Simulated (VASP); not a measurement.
# Ca3F in VASP: further runs, part 2 of 2

VASP 6.6.1.

## Step 3: Relaxation of cell and atoms, PBE

This run uses another cell than the first one, of 23.27 Å³/atom.

Contents of INCAR:

```
SYSTEM = Ca3F
PREC     = Accurate       ! precision mode
ENCUT    = 600            ! plane-wave cutoff, eV
EDIFF    = 1E-6           ! SCF threshold, eV
ISMEAR   = 0              ! smearing method
SIGMA    = 0.1            ! smearing width, eV
LREAL    = .False.        ! projectors in reciprocal space
LASPH    = .True.         ! aspherical terms in the spheres
NELM     = 60             ! most SCF steps
ALGO     = Normal         ! electronic algorithm
ISIF     = 3              ! what is computed and relaxed
LWAVE    = .False.        ! write WAVECAR
LCHARG   = .False.        ! write CHGCAR
GGA      = PE             ! functional
IBRION   = 2              ! ionic algorithm
NSW      = 90             ! ionic steps
EDIFFG   = -0.04          ! ionic threshold
```

Contents of KPOINTS:

```
Automatic mesh
0
Gamma
  4 4 4
  0 0 0
```

Contents of POSCAR:

```
Ca3F
1.0
    4.5322132360      0.0000000000      0.0000000000
    0.0000000000      4.5322132360      0.0000000000
    0.0000000000      0.0000000000      4.5322132360
Ca F
3 1
Direct
    0.0000000000      0.5000000000      0.5000000000
    0.5000000000      0.0000000000      0.5000000000
    0.5000000000      0.5000000000      0.0000000000
    0.0000000000      0.0000000000      0.0000000000
```

Potentials or basis: VASP PAW PBE potentials, release 64 (Ca_sv, F).

On the command line:

```console
$ cat potpaw_PBE.64/Ca_sv/POTCAR potpaw_PBE.64/F/POTCAR > POTCAR
$ mpirun -np 1 vasp_std > vasp.out
```

OUTCAR:

```text
SYSTEM = Ca3F
   PREC = Accurate
   ENCUT = 600
   EDIFF = 1E-6
   ISMEAR = 0
   LREAL = .False.
   LASPH = .True.
   NELM = 60
   ISIF = 3
   GGA = PE
   IBRION = 2
   NSW = 90
   EDIFFG = -0.04

 ion  position               nearest neighbor table
   1  0.000  0.500  0.500-
   2  0.500  0.000  0.500-
   3  0.500  0.500  0.000-
   4  0.000  0.000  0.000-

  LATTYP: Found a simple cubic cell.
 ALAT       =     4.5322132360

  Lattice vectors:

 A1 = (   4.5322132360,   0.0000000000,   0.0000000000)
 A2 = (   0.0000000000,   4.5322132360,   0.0000000000)
 A3 = (   0.0000000000,   0.0000000000,   4.5322132360)

Analysis of symmetry for initial positions (statically):
=====================================================================
 Subroutine PRICEL returns:
 Original cell was already a primitive cell.

 Routine SETGRP: Setting up the symmetry group for a
 simple cubic supercell.

 Subroutine GETGRP returns: Found 48 space group operations
 (whereof 48 operations were pure point group operations)
 out of a pool of 48 trial point group operations.

The static configuration has the point symmetry O_h .

Analysis of symmetry for dynamics (positions and initial velocities):
=====================================================================
 Subroutine PRICEL returns:
 Original cell was already a primitive cell.

 Routine SETGRP: Setting up the symmetry group for a
 simple cubic supercell.

 Subroutine GETGRP returns: Found 48 space group operations
 (whereof 48 operations were pure point group operations)
 out of a pool of 48 trial point group operations.

The dynamic configuration has the point symmetry O_h .

 Subroutine INISYM returns: Found 48 space group operations
 (whereof 48 operations are pure point group operations),
 and found     1 'primitive' translations

----------------------------------------------------------------------------------------

                                     Primitive cell

  volume of cell :      93.0960

  direct lattice vectors                    reciprocal lattice vectors
[... 80 lines left out ...]
   IBRION =      2    ionic relax: 0-MD 1-quasi-New 2-CG
   NFREE  =      1    steps in history (QN), initial steepest desc. (CG)
   ISIF   =      3    stress and relaxation
   ISYM   =      2    0-nonsym 1-usesym 2-fastsym
   POTIM  = 0.5000    time-step for ionic-motion
   TEBEG  =    0.0;   TEEND  =   0.0 temperature during run
   PSTRESS=    0.0 pullay stress
   NELECT =      37.0000    total number of electrons
   NUPDOWN=      -1.0000    fix difference up-down
   EMIN   =  10.00;   EMAX   =-10.00  energy-range for DOS
   EFERMI =   0.00;   METHOD = LEGACY
   ISMEAR =     0;   SIGMA  =   0.10  broadening in eV -4-tet -1-fermi 0-gaus
   EFERMI_NEDOS =   21; number of points for ismear=-14 and -15
   IALGO  =     38    algorithm
   IMIX   =      4    mixing-type and parameters
     AMIX     =   0.40;   BMIX     =  1.00
     AMIX_MAG =   1.60;   BMIX_MAG =  1.00
  volume/ion in A,a.u.               =      23.27       157.06
  Fermi-wavevector in a.u.,A,eV,Ry     =   1.203645  2.274559 19.711593  1.448761
  Thomas-Fermi vector in A             =   2.339393
   LORBIT       =      0    0 simple, 1 ext, 2 COOP (PROOUT), +10 PAW based schemes
   GGA     = PE    functional components
   LHFCALC =     F    Hartree Fock is set to
   AEXX    =    0.0000 exact exchange contribution
   IVDW    =     0    specifies the selected vdW correction
   LEPSILON=     F    determine dielectric tensor
   LRPA    =     F    only Hartree local field effects (RPA)
 conjugate gradient relaxation of ions
 non-spin polarized calculation
 Gauss-broadening in eV      SIGMA  =   0.10
  energy-cutoff  :      600.00
  volume of cell :       93.10
 maximum number of plane-waves:      3136
   NGX = 19   NGY = 19   NGZ = 19

--------------------------------------- Ionic step        1  -------------------------------------------

 number of electron      37.0000003 magnetization

 Free energy of the ion-electron system (eV)
  ---------------------------------------------------
  ext. energy  EPLUGINS =         0.00000000
  ---------------------------------------------------
  free energy    TOTEN  =        -8.21398941 eV

  energy without entropy =       -8.18502198  energy(sigma->0) =       -8.19950570

 E-fermi :   4.2384     XC(G=0):  -9.1540

 val. band max:        4.2238056132   @ k =   0.2500   0.2500   0.0000
 cond. band min:       4.2391299192   @ k =   0.5000   0.0000   0.0000
 fundamental gap:      0.0153243059
 Fermi energy:         4.2384377212

 k-point     1 :       0.0000    0.0000    0.0000
  band No.  band energies     occupation
      1     -37.7580      2.00000
      2     -37.5928      2.00000
      3     -37.5928      2.00000
      4     -19.4441      2.00000
      5     -19.0468      2.00000
      6     -19.0468      2.00000
[... 352 lines left out ...]
--------------------------------------- Ionic step        4  -------------------------------------------

 number of electron      37.0000009 magnetization

 Free energy of the ion-electron system (eV)
  ---------------------------------------------------
  ext. energy  EPLUGINS =         0.00000000
  ---------------------------------------------------
  free energy    TOTEN  =        -9.43072773 eV

  energy without entropy =       -9.39292231  energy(sigma->0) =       -9.41182502

 E-fermi :   2.0110     XC(G=0):  -7.7615

 val. band max:        1.9469653480   @ k =   0.2500   0.2500   0.0000
 cond. band min:       2.0151128157   @ k =   0.2500   0.2500   0.2500
 fundamental gap:      0.0681474676
 Fermi energy:         2.0110143060

 k-point     1 :       0.0000    0.0000    0.0000
  band No.  band energies     occupation
      1     -40.4421      2.00000
      2     -40.4081      2.00000
      3     -40.4081      2.00000
      4     -21.5115      2.00000
      5     -21.5115      2.00000
      6     -21.5115      2.00000
[... 270 lines left out ...]
  FREE ENERGIE OF THE ION-ELECTRON SYSTEM (eV)
  ---------------------------------------------------
  free  energy   TOTEN  =        -9.4307277300 eV

  energy  without entropy=       -9.3929223144  energy(sigma->0) =       -9.41182502

 reached required accuracy - stopping structural energy minimisation
```

It took 42 s on 1 thread of Intel Xeon 6975P-C (Granite Rapids), shared host; peak memory 0.21 GiB.

What came out:

* Free energy: -9.4307 eV
* Relaxed volume: 34.15 Å³/atom
* Relaxed cell: a = 5.150 Å, b = 5.150 Å, c = 5.150 Å, α = 90.00°, β = 90.00°, γ = 90.00°
* Space group after relaxing (to 0.1 Å): Pm-3m (No. 221)
* Energy gained by relaxing: 304.2 meV/atom
* Ionic steps: 4
* Pressure after relaxing: 0.0 GPa
* Band gap on the k mesh: zero (an odd number of electrons rules out a gap without spin polarisation)

The path:
| step | energy change (eV) | largest force (eV/Å) | pressure (GPa) | volume (Å³) |
| --- | --- | --- | --- | --- |
| 1 | 0.0000 | 0.0000 | 11.64 | 93.10 |
| 2 | -1.0460 | 0.0000 | 3.12 | 117.80 |
| 3 | -1.2072 | 0.0000 | 0.66 | 132.02 |
| 4 | -1.2167 | 0.0000 | 0.02 | 136.61 |

Final structure:
```
CELL_PARAMETERS angstrom
5.15029 0.00000 0.00000
0.00000 5.15029 0.00000
0.00000 0.00000 5.15029
ATOMIC_POSITIONS crystal
Ca 0.00000 0.50000 0.50000
Ca 0.50000 0.00000 0.50000
Ca 0.50000 0.50000 0.00000
F 0.00000 0.00000 0.00000
```

Caveat: the volume moved by over 15 % at a fixed basis, so the end points are rough; an odd number of electrons without spin polarisation forces a metal; a magnetic or distorted state may lie lower.

## Step 4: Relaxation of cell and atoms, PBE

Contents of INCAR:

```
ALGO     = Normal         # electronic algorithm
EDIFF    = 1E-6           # SCF threshold, eV
EDIFFG   = -0.04          # ionic threshold
ENCUT    = 600            # plane-wave cutoff, eV
GGA      = PE             # functional
IBRION   = 2              # ionic algorithm
ISIF     = 3              # what is computed and relaxed
ISMEAR   = 0              # smearing method
LASPH    = T              # aspherical terms in the spheres
LCHARG   = F              # write CHGCAR
LREAL    = F              # projectors in reciprocal space
LWAVE    = F              # write WAVECAR
NELM     = 80             # most SCF steps
NSW      = 90             # ionic steps
PREC     = Accurate       # precision mode
SIGMA    = 0.1            # smearing width, eV
```

Contents of KPOINTS:

```
k-points
0
Gamma
  4 4 4
```

Contents of POSCAR:

```
Ca3F
1.0
    4.5144928071      0.0000000000      0.0000000000
    0.0000000000      4.5144928071      0.0000000000
    0.0000000000      0.0000000000      4.4680901221
Ca F
3 1
Direct
    0.0000000000      0.5000000000      0.5000000000
    0.5000000000      0.0000000000      0.5000000000
    0.5000000000      0.5000000000      0.0000000000
    0.0000000000      0.0000000000      0.0000000000
```

On the command line:

```console
$ cat potpaw_PBE.64/Ca_sv/POTCAR potpaw_PBE.64/F/POTCAR > POTCAR
$ mpirun -np 1 vasp_std > vasp.out
```

It took 5.9 min on 1 thread of Intel Xeon 6975P-C (Granite Rapids), shared host; peak memory 0.23 GiB.

It converged, with:

* Free energy: -9.7464 eV
* Relaxed volume: 32.83 Å³/atom
* Relaxed cell: a = 5.722 Å, b = 5.722 Å, c = 4.011 Å, α = 90.00°, β = 90.00°, γ = 90.00°
* Space group after relaxing (to 0.1 Å): P4/mmm (No. 123)
* Energy gained by relaxing: 421.9 meV/atom
* Ionic steps: 29
* Pressure after relaxing: 0.0 GPa
* Band gap on the k mesh: zero (an odd number of electrons rules out a gap without spin polarisation)

Stress tensor (GPa, compression positive):
```
 0.09  0.00  0.00
 0.00  0.09  0.00
 0.00  0.00 -0.08
```

The path:
| step | energy change (eV) | largest force (eV/Å) | pressure (GPa) | volume (Å³) |
| --- | --- | --- | --- | --- |
| 1 | 0.0000 | 0.0000 | 12.73 | 91.06 |
| 2 | -1.1861 | 0.0000 | 3.27 | 117.05 |
| 3 | -1.3578 | 0.0000 | 0.67 | 131.54 |
| 4 | -1.3677 | 0.0000 | 0.02 | 136.12 |
| 5 | -1.3673 | 0.0000 | -0.12 | 137.15 |
| 6 | -1.3690 | 0.0000 | -0.05 | 136.57 |
| 7 | -1.3748 | 0.0000 | 0.17 | 134.84 |
| 8 | -1.3884 | 0.0000 | 0.61 | 131.37 |
| 9 | -1.4129 | 0.0000 | 1.68 | 124.34 |
| 10 | -1.3128 | 0.0000 | 5.11 | 109.99 |
| 11 | -1.4152 | 0.0000 | 1.97 | 122.74 |
| 12 | -1.4154 | 0.0000 | 2.26 | 121.24 |
| 13 | -1.4155 | 0.0000 | 2.28 | 121.22 |
| 14 | -1.4158 | 0.0000 | 2.29 | 121.14 |
| 15 | -1.4164 | 0.0000 | 2.33 | 120.98 |
| 16 | -1.4174 | 0.0000 | 2.38 | 120.66 |
| 17 | -1.4191 | 0.0000 | 2.51 | 120.02 |
| 18 | -1.4210 | 0.0000 | 2.80 | 118.73 |
| 19 | -1.4238 | 0.0000 | 2.79 | 118.76 |
| 20 | -1.4322 | 0.0000 | 2.77 | 118.84 |
| 21 | -1.4488 | 0.0000 | 2.73 | 119.00 |
| 22 | -1.4808 | 0.0000 | 2.66 | 119.30 |
| 23 | -1.5380 | 0.0000 | 2.53 | 119.80 |
| 24 | -1.6078 | 0.0000 | 2.36 | 120.43 |
| 25 | -1.3787 | 0.0000 | 2.20 | 120.04 |
| 26 | -1.6117 | 0.0000 | 2.32 | 120.51 |
| 27 | -1.6421 | 0.0000 | 1.77 | 122.88 |
| 28 | -1.6866 | 0.0000 | 0.24 | 130.19 |
| 29 | -1.6874 | 0.0000 | 0.03 | 131.33 |

Final structure:
```
Ca F
1.0
     5.72191    0.00000    0.00000
     0.00000    5.72191    0.00000
     0.00000    0.00000    4.01139
Ca F
3 1
Direct
  0.00000 0.50000 0.50000
  0.50000 0.00000 0.50000
  0.50000 0.50000 0.00000
  0.00000 0.00000 0.00000
```

Levels at points of the mesh, in eV from the Fermi level:
| k point | band 15 | band 16 | band 17 | band 18 | band 19 | band 20 | band 21 | band 22 |
| --- | --- | --- | --- | --- | --- | --- | --- | --- |
| (0.00, 0.00, 0.00) | -3.60 | -3.60 | -3.36 | -0.51 | -0.25 | 0.36 | 1.21 | 1.56 |
| (0.50, 0.00, 0.00) | -3.62 | -3.38 | -2.38 | -1.60 | 0.08 | 0.70 | 0.90 | 1.36 |
| (0.50, 0.50, 0.00) | -3.86 | -3.39 | -1.89 | -0.92 | -0.92 | 0.43 | 1.29 | 1.29 |
| (0.00, 0.00, 0.50) | -3.58 | -3.58 | -1.37 | -0.87 | 0.96 | 1.17 | 1.35 | 1.91 |
| (0.50, 0.00, 0.50) | -3.64 | -3.57 | -0.78 | -0.41 | -0.26 | 0.56 | 0.59 | 1.13 |
| (0.50, 0.50, 0.50) | -3.58 | -3.58 | -0.69 | -0.59 | -0.59 | 0.28 | 0.57 | 1.02 |

Caveat: the volume moved by over 15 % at a fixed basis, so the end points are rough; an odd number of electrons without spin polarisation forces a metal; a magnetic or distorted state may lie lower.

## Step 5: Single point, PBE

This run uses another cell than the first one, of 35.04 Å³/atom.

Contents of INCAR:

```
ALGO = Normal
EDIFF = 1E-7
ENCUT = 520
GGA = PE
ISIF = 2
ISMEAR = 0
LASPH = T
LCHARG = F
LREAL = F
LWAVE = F
NBANDS = 26
NELM = 80
PREC = Accurate
SIGMA = 0.1
```

Contents of KPOINTS:

```
k-points
0
Gamma
  10 10 10
```

Contents of POSCAR:

```
Ca3F
1.0
    5.1943848991      0.0000000000      0.0000000000
    0.0000000000      5.1943848991      0.0000000000
    0.0000000000      0.0000000000      5.1943848991
Ca F
3 1
Direct
    0.0000000000      0.5000000000      0.5000000000
    0.5000000000      0.0000000000      0.5000000000
    0.5000000000      0.5000000000      0.0000000000
    0.0000000000      0.0000000000      0.0000000000
```

On the command line:

```console
$ cat potpaw_PBE.64/Ca_sv/POTCAR potpaw_PBE.64/F/POTCAR > POTCAR
$ mpirun -np 1 vasp_std > vasp.out
```

Wall time 85 s (1 thread of Intel Xeon 6975P-C (Granite Rapids), shared host); peak memory 0.34 GiB.

The run converged. Its results:

* Free energy: -9.5520 eV
* Pressure: -0.1 GPa
* Band gap on the k mesh: zero (an odd number of electrons rules out a gap without spin polarisation)

Levels at points of the mesh, in eV from the Fermi level:
| k point | band 15 | band 16 | band 17 | band 18 | band 19 | band 20 | band 21 | band 22 |
| --- | --- | --- | --- | --- | --- | --- | --- | --- |
| (0.00, 0.00, 0.00) | -3.57 | -3.57 | -3.57 | -0.33 | 0.10 | 0.10 | 0.61 | 0.61 |
| (0.50, 0.00, 0.00) | -3.58 | -3.58 | -2.17 | -1.46 | 0.43 | 0.87 | 1.01 | 1.14 |
| (0.50, 0.50, 0.00) | -3.80 | -3.59 | -1.46 | -0.57 | -0.57 | 0.29 | 0.68 | 1.34 |
| (0.50, 0.50, 0.50) | -3.68 | -3.68 | -0.79 | -0.79 | -0.79 | -0.20 | 0.45 | 1.59 |

Caveat: an odd number of electrons without spin polarisation forces a metal; a magnetic or distorted state may lie lower.

## Step 6: The runs side by side

```csv
task,cell,k mesh,cutoff (eV),gap on the mesh (eV),pressure (GPa),relaxed volume (Å³/atom)
single point,"a = 4.514, b = 4.514, c = 4.468 Å, 4 atoms",4 × 4 × 4,520,none,12.7,-
relaxation of cell and atoms,"relaxed from a = 4.532 Å, 4 atoms",4 × 4 × 4,600,none,0.0,34.15
relaxation of cell and atoms,"relaxed from a = 4.514, b = 4.514, c = 4.468 Å, 4 atoms",4 × 4 × 4,600,none,0.0,32.83
single point,"a = 5.194 Å, 4 atoms",10 × 10 × 10,520,none,-0.1,-
```

Alike in all rows: level PBE; potentials or basis VASP PAW PBE potentials, release 64 (Ca_sv, F); no spin polarisation; smearing gaussian 0.1 eV.

Caveats: an odd number of electrons without spin polarisation forces a metal; a magnetic or distorted state may lie lower; the volume moved by over 15 % at a fixed basis, so the end points are rough (at least some runs); the cell stands under pressure (at least some runs).

Total energies depend on the potentials used, so only differences within one code and one set of settings carry meaning.
